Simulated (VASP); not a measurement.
Wanted: the native input for a VASP 6.6.1 run.

| Item | Value |
| --- | --- |
| Task | single point |
| Functional | PBEsol |
| Potentials or basis | VASP PAW PBE potentials, release 64 (C) |
| Cutoff | 600 eV |
| k mesh | 11 × 11 × 3 |
| Occupations | methfessel-paxton, width 0.1 eV |
| Spin | no spin polarisation |
| Dipole correction | no |
| Further INCAR settings | ALGO = Normal; EDIFF = 1e-06; NBANDS = 11 |

The structure of C lies in POSCAR:

```
C
1.0
    2.4341403828      0.0000000000      0.0000000000
   -1.2170701914      2.1080277884      0.0000000000
    0.0000000000      0.0000000000      8.4473522181
C
2
Direct
    0.3333333333      0.6666666667      0.0000000000
    0.6666666667      0.3333333333      0.0000000000
```

These files were run (other wordings do the same):

INCAR

```
PREC = Accurate
ENCUT = 600
EDIFF = 1E-6
ISMEAR = 1
SIGMA = 0.1
LREAL = False
LASPH = True
NELM = 120
ALGO = Normal
ISIF = 2
LWAVE = False
LCHARG = False
GGA = PS
NBANDS = 11
GGA_COMPAT = False
```

KPOINTS

```
Automatic mesh
0
Gamma
  11 11 3
```

Potentials or basis: VASP PAW PBE potentials, release 64 (C).

Run with:

```console
$ cat potpaw_PBE.64/C/POTCAR > POTCAR
$ mpirun -np 1 vasp_std > vasp.out
```

It took 9.5 s on 1 thread of Intel(R) Xeon(R) 6975P-C (Granite Rapids), on a shared host, peak memory 0.16 GiB.
